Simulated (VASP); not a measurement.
Write the native input for VASP 6.6.1 that does the following.

```yaml
Task: single point
Functional: PBE
Dispersion: D3(BJ)
Potentials_or_basis: VASP PAW PBE potentials, release 64 (Te, Mo_sv)
Cutoff: 520 eV
k_mesh: 9 × 9 × 1
Occupations: gaussian, width 0.05 eV
Spin: no spin polarisation
Dipole_correction: yes
Further_INCAR_settings: ALGO = Normal; EDIFF = 1e-07; NBANDS = 35
```

The structure of Te2Mo lies in POSCAR:

```
Te2Mo
1.0
    3.5038816881      0.0000000000      0.0000000000
   -1.7519408440      3.0344505538      0.0000000000
    0.0000000000      0.0000000000     24.7677198395
Te Mo
4 2
Direct
    0.3333333333      0.6666666667      0.1816881017
    0.3333333333      0.6666666667      0.3284056818
    0.6666666667      0.6666666667      0.5032300107
    0.6666666667      0.6666666667      0.6499475908
    0.6666666667      0.3333333333      0.2550468917
    1.0000000000      0.3333333333      0.5765888008
```

This cell differs from its parent crystal: layers slid over each other.

The input as run:

INCAR

```
  PREC = Accurate
  ENCUT = 520
  EDIFF = 1E-7
  ISMEAR = 0
  SIGMA = 0.05
  LREAL = False
  LASPH = True
  NELM = 100
  ALGO = Normal
  ISIF = 2
  LWAVE = False
  LCHARG = False
  LDIPOL = True
  IDIPOL = 3
  DIPOL = 0.5 0.5 0.416
  GGA = PE
  IVDW = 12
  NBANDS = 35
```

KPOINTS

```
regular mesh
0
Gamma
  9 9 1
```

Potentials or basis: VASP PAW PBE potentials, release 64 (Te, Mo_sv).

The run is started by

```bash
$ cat potpaw_PBE.64/Te/POTCAR potpaw_PBE.64/Mo_sv/POTCAR > POTCAR
$ mpirun -np 1 vasp_std > vasp.out
```

Results of the run:

The largest force is 0.113 eV/Å and the band gap on the k mesh is 1.18 eV. The dispersion energy per atom is -0.440 eV.

Caveat: the cell differs from its parent crystal (layers slid over each other); spin-orbit coupling is left out, which moves the levels of the heavy elements.

Wall time 13 min on 1 thread of Intel Xeon 8259CL (shared host), peak memory 0.51 GiB.
